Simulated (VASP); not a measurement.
Input of a VASP 6.6.1 run:

Contents of INCAR:

```
PREC = Accurate ; ENCUT = 600
EDIFF = 1E-6 ; ISMEAR = -1
SIGMA = 0.1 ; LREAL = False
LASPH = True ; NELM = 80
ALGO = Normal ; ISIF = 3
LWAVE = False ; LCHARG = False
GGA = PE ; IBRION = 2
NSW = 80 ; EDIFFG = -0.01
```

KPOINTS

```
Automatic mesh
0
Gamma
  10 10 10
```

File POSCAR:

```
Al
1.0
    0.0000000000      2.8194727963      2.8194727963
    2.8194727963      0.0000000000      2.8194727963
    2.8194727963      2.8194727963      0.0000000000
Al
2
Direct
    0.1250000000      0.1250000000      0.1250000000
    0.8750000000      0.8750000000      0.8750000000
```

Potentials or basis: VASP PAW PBE potentials, release 64 (Al).

Command:

```bash
$ cat potpaw_PBE.64/Al/POTCAR > POTCAR
$ mpirun -np 1 vasp_std > vasp.out
```

Problem. Predict the relaxed cell.

Solution. a = 4.276 Å, b = 4.276 Å, c = 4.276 Å, α = 60.00°, β = 60.00°, γ = 60.00°.

Problem. What does it give for the band gap on the k mesh?

Solution. Zero (bands 3 and 4 overlap by 3.40 eV).

Problem. Predict the space group after relaxing (to 0.1 Å).

Solution. Fd-3m (No. 227).

The path:
| step | energy change (eV) | largest force (eV/Å) | pressure (GPa) | volume (Å³) |
| --- | --- | --- | --- | --- |
| 1 | 0.0000 | 0.0000 | 11.99 | 44.83 |
| 2 | -0.3234 | 0.0000 | -0.85 | 56.61 |
| 3 | -0.3270 | 0.0000 | 0.07 | 55.17 |
| 4 | -0.3270 | 0.0000 | -0.08 | 55.39 |
| 5 | -0.3270 | 0.0000 | -0.01 | 55.28 |

Caveat: the volume moved by over 15 % at a fixed basis, so the end points are rough.
